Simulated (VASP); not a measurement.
# Al2BAs3 in VASP: further runs, part 2 of 2

VASP 6.6.1.

## 4. Relaxation of cell and atoms, PBE

File INCAR:

```
SYSTEM = Al2BAs3
PREC = Accurate
ENCUT = 600
EDIFF = 1E-7
ISMEAR = 0
SIGMA = 0.1
LREAL = .FALSE.
LASPH = .TRUE.
NELM = 80
ALGO = Normal
ISIF = 3
LWAVE = .FALSE.
LCHARG = .FALSE.
GGA = PE
IBRION = 2
NSW = 90
EDIFFG = -0.04
```

File KPOINTS:

```
Automatic mesh
0
G
  6 6 6
  0 0 0
```

File POSCAR:

```
Al2BAs3
1.0
   -1.8677161800      1.8677161800      7.9240486600
    1.8677161800     -1.8677161800      7.9240486600
    1.8677161800      1.8677161800     -7.9240486600
Al B As
2 1 3
Direct
    0.3333333300      0.3333333300      0.0000000000
    0.6666666700      0.6666666700      0.0000000000
    0.0000000000      0.0000000000      0.0000000000
    0.4166666700      0.9166666700      0.5000000000
    0.7500000000      0.2500000000      0.5000000000
    0.0833333300      0.5833333300      0.5000000000
```

Command:

```sh
$ cat potpaw_PBE.64/Al/POTCAR potpaw_PBE.64/B/POTCAR potpaw_PBE.64/As/POTCAR > POTCAR
$ mpirun -np 1 vasp_std > vasp.out
```

It took 17 min on 1 thread of Intel Xeon 6975P-C (Granite Rapids), shared host; peak memory 0.79 GiB.

The run converged. Its results:

```
Free energy                           : -29.0898 eV
Relaxed volume                        : 20.19 Å³/atom
Relaxed cell                          : a = 8.776 Å, b = 8.776 Å, c = 8.776 Å, α = 154.94°, β = 154.94°, γ = 35.74°
Space group after relaxing (to 0.1 Å) : I-4m2 (No. 119)
Energy gained by relaxing             : 206.9 meV/atom
Ionic steps                           : 8
Pressure after relaxing               : 0.0 GPa
Largest force after relaxing          : 0.036 eV/Å
Band gap on the k mesh                : 0.82 eV
```

Forces on the atoms (eV/Å):
```
Al   0.000  0.000 -0.036
Al   0.000  0.000  0.036
B    0.000  0.000  0.000
As   0.000  0.000 -0.002
As   0.000  0.000  0.000
As   0.000  0.000  0.002
```

Stress tensor (GPa, compression positive):
```
-0.04  0.00  0.00
 0.00 -0.04  0.00
 0.00  0.00  0.16
```

The path:
```tsv
step	energy change (eV)	largest force (eV/Å)	pressure (GPa)	volume (Å³)
1	0.0000	3.5683	12.27	110.57
2	-0.8030	0.9801	-6.23	134.71
3	-0.9565	0.9700	-2.40	126.88
4	-1.1437	0.6282	-1.21	123.86
5	-1.2226	0.3574	0.52	120.52
6	-1.2400	0.0749	-0.13	121.39
7	-1.2400	0.0716	-0.13	121.39
8	-1.2414	0.0362	0.03	121.11
```

Final structure:
```cif
data_structure
_symmetry_space_group_name_H-M 'P 1'
_symmetry_Int_Tables_number 1
_cell_length_a 8.7758
_cell_length_b 8.7758
_cell_length_c 8.7758
_cell_angle_alpha 154.939
_cell_angle_beta 154.939
_cell_angle_gamma 35.736
_cell_volume 121.11
loop_
_atom_site_label
_atom_site_type_symbol
_atom_site_fract_x
_atom_site_fract_y
_atom_site_fract_z
_atom_site_occupancy
Al1 Al 0.34031 0.34031 0.00000 1
Al2 Al 0.65969 0.65969 0.00000 1
B1 B 0.00000 0.00000 0.00000 1
As1 As 0.43185 0.93185 0.50000 1
As2 As 0.75000 0.25000 0.50000 1
As3 As 0.06815 0.56815 0.50000 1
```

Levels at points of the mesh, in eV from the valence-band top:
```tsv
k point	band 9	band 10	band 11	band 12	band 13	band 14	band 15	band 16
(0.00, 0.00, 0.00)	-1.67	-0.31	0.00	0.00	0.82	0.98	2.14	2.75
(0.50, 0.00, 0.00)	-2.35	-1.39	-0.78	-0.73	1.06	2.65	3.48	3.80
(0.50, 0.50, 0.00)	-3.53	-3.51	-2.91	-2.77	1.04	1.67	2.63	3.20
(0.50, 0.50, 0.50)	-1.27	-1.27	-0.56	-0.56	0.84	1.23	2.31	3.15
```

A k mesh can miss the band edges.

## 5. Single point, PBE

This run uses another cell than the first one: it holds 12 atoms, not 6.

File INCAR:

```
PREC = Accurate
ENCUT = 520
EDIFF = 1E-7
ISMEAR = 0
SIGMA = 0.1
LREAL = F
LASPH = T
NELM = 100
ALGO = Normal
ISIF = 2
LWAVE = F
LCHARG = F
GGA = PE
NBANDS = 36
```

File KPOINTS:

```
Automatic mesh
0
Gamma
  4 4 4
```

File POSCAR:

```
Al2BAs3
1.0
   -3.7986675662      3.7986675662      0.0000000000
    3.7986675662      3.7986675662      0.0000000000
    1.8993337831     -1.8993337831     -8.3718995336
Al B As
4 2 6
Direct
    0.1598299136      0.5000000000      0.3196598272
    0.6598299136      0.0000000000      0.3196598272
    0.8401700864      0.5000000000      0.6803401728
    0.3401700864      1.0000000000      0.6803401728
    1.0000000000      0.0000000000      0.0000000000
    0.5000000000      0.5000000000      0.0000000000
    0.3181273112      0.2500000000      0.1362546224
    0.8181273112      0.7500000000      0.1362546224
    1.0000000000      0.2500000000      0.5000000000
    0.5000000000      0.7500000000      0.5000000000
    0.6818726888      0.2500000000      0.8637453776
    0.1818726888      0.7500000000      0.8637453776
```

Command:

```sh
$ cat potpaw_PBE.64/Al/POTCAR potpaw_PBE.64/B/POTCAR potpaw_PBE.64/As/POTCAR > POTCAR
$ mpirun -np 1 vasp_std > vasp.out
```

Wall time 2.3 min (1 thread of Intel Xeon 6975P-C (Granite Rapids), shared host); peak memory 0.4 GiB.

The run converged. Its results:

- Free energy: -58.2075 eV
- Pressure: 0.2 GPa
- Largest force: 0.016 eV/Å
- Band gap on the k mesh: 0.84 eV

Forces on the atoms (eV/Å):
```
Al   0.000  0.000  0.001
Al   0.000  0.000  0.001
Al   0.000  0.000 -0.001
Al   0.000  0.000 -0.001
B    0.000  0.000  0.000
B    0.000  0.000  0.000
As   0.000  0.000 -0.016
As   0.000  0.000 -0.016
As   0.000  0.000  0.000
As   0.000  0.000  0.000
As   0.000  0.000  0.016
As   0.000  0.000  0.016
```

Levels at points of the mesh, in eV from the valence-band top:
```
           k point  band 22  band 23  band 24  band 25  band 26  band 27
(0.00, 0.00, 0.00)    -0.35     0.00     0.00     0.84     0.98     1.00
(0.50, 0.00, 0.00)    -1.83    -1.23    -1.23     2.24     2.24     2.88
(0.00, 0.50, 0.00)    -1.95    -1.45    -1.45     1.81     1.81     2.85
(0.50, 0.50, 0.00)    -0.78    -0.72    -0.72     1.07     1.07     2.63
(0.00, 0.00, 0.50)    -1.28    -0.55    -0.55     0.84     1.00     1.25
(0.00, 0.50, 0.50)    -1.61    -1.09    -1.09     2.97     2.97     3.16
```

A k mesh can miss the band edges.

## 6. Single point, PBE

This run uses another cell than the first one, of 20.13 Å³/atom.

File INCAR:

```
  PREC = Accurate
  ENCUT = 520
  EDIFF = 1E-7
  ISMEAR = 0
  SIGMA = 0.02
  LREAL = F
  LASPH = T
  NELM = 100
  ALGO = Normal
  ISIF = 2
  LWAVE = F
  LCHARG = T
  GGA = PE
  LELF = T
  LVHAR = T
  NBANDS = 21
```

File KPOINTS:

```
regular mesh
0
Gamma
  10 10 10
```

File POSCAR:

```
Al2BAs3
1.0
   -1.8993337831      1.8993337831      8.3718995336
    1.8993337831     -1.8993337831      8.3718995336
    1.8993337831      1.8993337831     -8.3718995336
Al B As
2 1 3
Direct
    0.3401700864      0.3401700864      0.0000000000
    0.6598299136      0.6598299136      0.0000000000
    0.0000000000      0.0000000000      0.0000000000
    0.4318726888      0.9318726888      0.5000000000
    0.7500000000      0.2500000000      0.5000000000
    0.0681273112      0.5681273112      0.5000000000
```

Potentials or basis: VASP PAW PBE potentials, release 64 (Al, B, As).

Command:

```sh
$ cat potpaw_PBE.64/Al/POTCAR potpaw_PBE.64/B/POTCAR potpaw_PBE.64/As/POTCAR > POTCAR
$ mpirun -np 1 vasp_std > vasp.out
```

OUTCAR:

```text
PREC = Accurate
   ENCUT = 520
   EDIFF = 1E-7
   ISMEAR = 0
   LREAL = F
   LASPH = T
   NELM = 100
   ISIF = 2
   GGA = PE

 ion  position               nearest neighbor table
   1  0.340  0.340  0.000-   5 2.43   5 2.43   4 2.44   4 2.44
   2  0.660  0.660  0.000-   5 2.43   5 2.43   6 2.44   6 2.44
   3  0.000  0.000  0.000-   6 2.22   4 2.22   6 2.22   4 2.22
   4  0.432  0.932  0.500-   3 2.22   3 2.22   1 2.44   1 2.44
   5  0.750  0.250  0.500-   1 2.43   2 2.43   1 2.43   2 2.43
   6  0.068  0.568  0.500-   3 2.22   3 2.22   2 2.44   2 2.44

  LATTYP: Found a body centered tetragonal cell.
 ALAT       =     3.7986675662
 C/A-ratio  =     4.4078084685

  Lattice vectors:

 A1 = (  -1.8993337831,   1.8993337831,   8.3718995336)
 A2 = (   1.8993337831,  -1.8993337831,   8.3718995336)
 A3 = (   1.8993337831,   1.8993337831,  -8.3718995336)

Analysis of symmetry for initial positions (statically):
=====================================================================
 Subroutine PRICEL returns:
 Original cell was already a primitive cell.

 Routine SETGRP: Setting up the symmetry group for a
 body centered tetragonal supercell.

 Subroutine GETGRP returns: Found  8 space group operations
 (whereof  8 operations were pure point group operations)
 out of a pool of 16 trial point group operations.

The static configuration has the point symmetry D_2d.

Analysis of symmetry for dynamics (positions and initial velocities):
=====================================================================
 Subroutine PRICEL returns:
 Original cell was already a primitive cell.

 Routine SETGRP: Setting up the symmetry group for a
 body centered tetragonal supercell.

 Subroutine GETGRP returns: Found  8 space group operations
 (whereof  8 operations were pure point group operations)
 out of a pool of 16 trial point group operations.

[... 129 lines left out ...]
  volume/ion in A,a.u.               =      20.13       135.87
  Fermi-wavevector in a.u.,A,eV,Ry     =   0.955249  1.805158 12.415313  0.912500
  Thomas-Fermi vector in A             =   2.084069
   LORBIT       =      0    0 simple, 1 ext, 2 COOP (PROOUT), +10 PAW based schemes
   GGA     = PE    functional components
   LHFCALC =     F    Hartree Fock is set to
   AEXX    =    0.0000 exact exchange contribution
   IVDW    =     0    specifies the selected vdW correction
   LEPSILON=     F    determine dielectric tensor
   LRPA    =     F    only Hartree local field effects (RPA)
 non-spin polarized calculation
 Gauss-broadening in eV      SIGMA  =   0.02
  energy-cutoff  :      520.00
  volume of cell :      120.81
 maximum number of plane-waves:      3269
 NGX is ok and might be reduce to    70

 number of electron      24.0000001 magnetization

 Free energy of the ion-electron system (eV)
  ---------------------------------------------------
  ext. energy  EPLUGINS =         0.00000000
  ---------------------------------------------------
  free energy    TOTEN  =       -29.10818264 eV

  energy without entropy =      -29.10818264  energy(sigma->0) =      -29.10818264

 E-fermi :   4.6775     XC(G=0):  -9.3495

 val. band max:        4.5326785018   @ k =   0.0000   0.0000   0.0000
 cond. band min:       5.3685101026   @ k =   0.0000   0.0000   0.0000
 fundamental gap:      0.8358316008
 Fermi energy:         4.6774541495

 k-point     1 :       0.0000    0.0000    0.0000
  band No.  band energies     occupation
      1      -8.5396      2.00000
      2      -7.0403      2.00000
      3      -6.5585      2.00000
      4      -0.8197      2.00000
      5      -0.5501      2.00000
      6       1.3487      2.00000
[... 565 lines left out ...]
     20      10.0290      0.00000
     21      10.8756      0.00000

 [... further k-points ...]

------------------------ aborting loop because EDIFF is reached ----------------------------------------

  FORCE on cell =-STRESS in cart. coord.  units (eV):
  Direction    XX          YY          ZZ          XY          YZ          ZX
  --------------------------------------------------------------------------------------
  -------------------------------------------------------------------------------------
  Total        0.1436771      0.1436771      0.1559551      0.0000000      0.0000000      0.0000000
  in kB        1.9055110      1.9055110      2.0683475      0.0000000      0.0000000      0.0000000
  external PRESSURE =       1.9597899 kB  Pullay stress =       0.0000000 kB

 VOLUME and BASIS-vectors are now :
 -----------------------------------------------------------------------------
  energy-cutoff  :      520.00
  volume of cell :      120.81
      direct lattice vectors                 reciprocal lattice vectors
    -1.899333783  1.899333783  8.371899534     0.000000000  0.263250201  0.059723603
     1.899333783 -1.899333783  8.371899534     0.263250201  0.000000000  0.059723603
     1.899333783  1.899333783 -8.371899534     0.263250201  0.263250201  0.000000000

 POSITION                                       TOTAL-FORCE (eV/Angst)
 -----------------------------------------------------------------------------------
      0.00000      0.00000      5.69574         0.000000     -0.000000      0.001260
      0.00000      0.00000     11.04806         0.000000     -0.000000     -0.001260
      0.00000      0.00000      0.00000         0.000000     -0.000000      0.000000
      1.89933     -0.00000      7.23119        -0.000000      0.000000     -0.012306
     -0.00000      1.89933      4.18595         0.000000     -0.000000      0.000000
      1.89933      0.00000      1.14071        -0.000000      0.000000      0.012306
 -----------------------------------------------------------------------------------
    total drift:                                0.000000     -0.000000      0.000000

  FREE ENERGIE OF THE ION-ELECTRON SYSTEM (eV)
  ---------------------------------------------------
  free  energy   TOTEN  =       -29.1081826380 eV

  energy  without entropy=      -29.1081826380  energy(sigma->0) =      -29.10818264
```

OSZICAR:

```text
N       E                     dE             d eps       ncg     rms          rms(c)
DAV:   1     0.652225904519E+02    0.65223E+02   -0.93074E+03  4284   0.948E+02
DAV:   2    -0.240419552183E+02   -0.89265E+02   -0.85003E+02  5446   0.141E+02
DAV:   3    -0.296212319688E+02   -0.55793E+01   -0.55456E+01  5540   0.357E+01
DAV:   4    -0.296815923741E+02   -0.60360E-01   -0.60323E-01  5365   0.421E+00
DAV:   5    -0.296825235750E+02   -0.93120E-03   -0.93117E-03  6160   0.545E-01    0.567E+00
DAV:   6    -0.292135215312E+02    0.46900E+00   -0.56761E-01  5142   0.315E+00    0.329E+00
DAV:   7    -0.291052175251E+02    0.10830E+00   -0.35491E-01  5248   0.252E+00    0.930E-01
DAV:   8    -0.291068996614E+02   -0.16821E-02   -0.24273E-02  5124   0.836E-01    0.289E-01
DAV:   9    -0.291078553853E+02   -0.95572E-03   -0.43045E-03  5062   0.306E-01    0.879E-02
DAV:  10    -0.291080650281E+02   -0.20964E-03   -0.40250E-04  5265   0.111E-01    0.371E-02
DAV:  11    -0.291081729814E+02   -0.10795E-03   -0.14761E-04  5160   0.630E-02    0.126E-02
DAV:  12    -0.291081811780E+02   -0.81966E-05   -0.14437E-05  5267   0.230E-02    0.371E-03
DAV:  13    -0.291081824687E+02   -0.12907E-05   -0.34297E-06  5113   0.985E-03    0.118E-03
DAV:  14    -0.291081825855E+02   -0.11680E-06   -0.25332E-07  5481   0.311E-03    0.591E-04
DAV:  15    -0.291081826380E+02   -0.52470E-07   -0.89070E-08  2969   0.165E-03
   1 F= -.29108183E+02 E0= -.29108183E+02  d E =-.394880E-27
```

stdout:

```text
POSCAR found type information on POSCAR AlB As
 POSCAR found :  3 types and       6 ions
 scaLAPACK will be used
 LDA part: xc-table for (Slater+PW92), standard interpolation
 POSCAR, INCAR and KPOINTS ok, starting setup
 FFT: planning ... GRIDC
 FFT: planning ... GRID_SOFT
 FFT: planning ... GRID
 WAVECAR not read
 entering main loop
```

It took 14 min on 1 thread of Intel Xeon 6975P-C (Granite Rapids), shared host; peak memory 0.79 GiB.

What came out:

```
Free energy            : -29.1082 eV
Pressure               : 0.2 GPa
Largest force          : 0.012 eV/Å
Band gap on the k mesh : 0.84 eV
```

Forces on the atoms (eV/Å):
```
Al   0.000  0.000  0.001
Al   0.000  0.000 -0.001
B    0.000  0.000  0.000
As   0.000  0.000 -0.012
As   0.000  0.000  0.000
As   0.000  0.000  0.012
```

A k mesh can miss the band edges.

## 7. Single point, PBE

This run uses another cell than the first one: it holds 12 atoms, not 6.

File INCAR:

```
SYSTEM = Al2BAs3
PREC = Accurate
ENCUT = 520
EDIFF = 1E-6
ISMEAR = 0
SIGMA = 0.1
LREAL = .False.
LASPH = .True.
NELM = 80
ALGO = Normal
ISIF = 2
LWAVE = .False.
LCHARG = .False.
GGA = PE
NBANDS = 36
```

File KPOINTS:

```
Automatic mesh
0
Gamma
  4 4 4
  0 0 0
```

File POSCAR:

```
Al2BAs3
1.0
   -3.7984584340      3.7987038393     -0.0001815093
    3.7984494349      3.7986986291      0.0001353894
    1.8988696632     -1.8993025682     -8.3722283907
Al B As
4 2 6
Direct
    0.1597307512      0.4998228920      0.3197514370
    0.6596554026     -0.0001424154      0.3196008257
    0.8403157095      0.5001893420      0.6803095724
    0.3403160511      1.0001668046      0.6803233595
    0.9999663496      0.0000041364      0.0000063170
    0.4999764361      0.5000197572      0.0000199789
    0.3180735817      0.2499932736      0.1362676615
    0.8181653292      0.7499252717      0.1362768117
    0.9998284274      0.2498223936      0.4999998360
    0.4999312907      0.7499282013      0.5000067192
    0.6820091259      0.2501296214      0.8637204693
    0.1820315451      0.7501407216      0.8637170117
```

Command:

```sh
$ cat potpaw_PBE.64/Al/POTCAR potpaw_PBE.64/B/POTCAR potpaw_PBE.64/As/POTCAR > POTCAR
$ mpirun -np 1 vasp_std > vasp.out
```

Wall time 3.2 min (1 thread of Intel Xeon 6975P-C (Granite Rapids), shared host); peak memory 0.46 GiB.

Results (log left out):

- Free energy: -58.2075 eV
- Pressure: 0.2 GPa
- Largest force: 0.015 eV/Å
- Band gap on the k mesh: 0.84 eV

Forces on the atoms (eV/Å):
```
Al   0.001  0.003  0.003
Al   0.000  0.002 -0.001
Al  -0.001 -0.002 -0.004
Al   0.000 -0.001 -0.002
B   -0.002  0.002  0.002
B   -0.002  0.001  0.002
As   0.000  0.000 -0.015
As   0.001  0.000 -0.015
As   0.000  0.000  0.001
As   0.000 -0.001  0.002
As   0.002 -0.002  0.014
As   0.001 -0.003  0.013
```

Levels at points of the mesh, in eV from the valence-band top:
| k point | band 21 | band 22 | band 23 | band 24 | band 25 | band 26 | band 27 | band 28 |
| --- | --- | --- | --- | --- | --- | --- | --- | --- |
| (0.00, 0.00, 0.00) | -1.67 | -0.35 | 0.00 | 0.00 | 0.84 | 0.98 | 1.00 | 1.64 |
| (0.50, 0.00, 0.00) | -1.83 | -1.83 | -1.23 | -1.23 | 2.24 | 2.24 | 2.88 | 2.88 |
| (0.00, 0.50, 0.00) | -1.95 | -1.95 | -1.45 | -1.45 | 1.81 | 1.81 | 2.85 | 2.85 |
| (0.50, 0.50, 0.00) | -0.78 | -0.78 | -0.72 | -0.72 | 1.07 | 1.07 | 2.63 | 2.63 |
| (0.00, 0.00, 0.50) | -1.28 | -1.28 | -0.55 | -0.55 | 0.84 | 1.00 | 1.25 | 1.64 |
| (0.50, 0.00, 0.50) | -1.83 | -1.83 | -1.23 | -1.23 | 2.24 | 2.24 | 2.88 | 2.88 |
| (0.00, 0.50, 0.50) | -1.61 | -1.61 | -1.09 | -1.09 | 2.97 | 2.97 | 3.16 | 3.16 |
| (0.50, 0.50, 0.50) | -0.78 | -0.78 | -0.72 | -0.72 | 1.07 | 1.07 | 2.63 | 2.64 |

A k mesh can miss the band edges.

## 8. The runs side by side

| task | cell | k mesh | cutoff (eV) | smearing | gap on the mesh (eV) | pressure (GPa) | largest force (eV/Å) |
| --- | --- | --- | --- | --- | --- | --- | --- |
| single point | a = 8.353 Å, angles 154.2, 154.2, 36.9°, 6 atoms, atomic positions A | 6 × 6 × 6 | 520 | gaussian 0.1 eV | 1.04 | 12.3 | 3.57 |
| single point | a = 8.781 Å, angles 155.0, 155.0, 35.6°, 6 atoms, atomic positions B | 6 × 6 × 6 | 520 | gaussian 0.1 eV | 0.83 | 0.5 | 0.02 |
| relaxation of cell and atoms | relaxed from a = 8.353 Å, angles 154.2, 154.2, 36.9°, 6 atoms, atomic positions A | 6 × 6 × 6 | 600 | gaussian 0.1 eV | 0.82 | 0.0 | 0.04 |
| single point | a = 5.372, b = 5.372, c = 8.792 Å, angles 90.0, 107.8, 90.0°, 12 atoms, atomic positions C | 4 × 4 × 4 | 520 | gaussian 0.1 eV | 0.84 | 0.2 | 0.01 |
| single point | a = 8.792 Å, angles 155.0, 155.0, 35.6°, 6 atoms, atomic positions B | 10 × 10 × 10 | 520 | gaussian 0.02 eV | 0.84 | 0.2 | 0.01 |

Alike in all rows: level PBE; potentials or basis VASP PAW PBE potentials, release 64 (Al, B, As); no spin polarisation.

Caveats: the cell stands under pressure (at least some runs); forces of over 1 eV/Å act on the atoms, so gaps and moduli don't describe the material at rest (at least some runs).

Absolute energies hang on the potentials; compare differences alone.
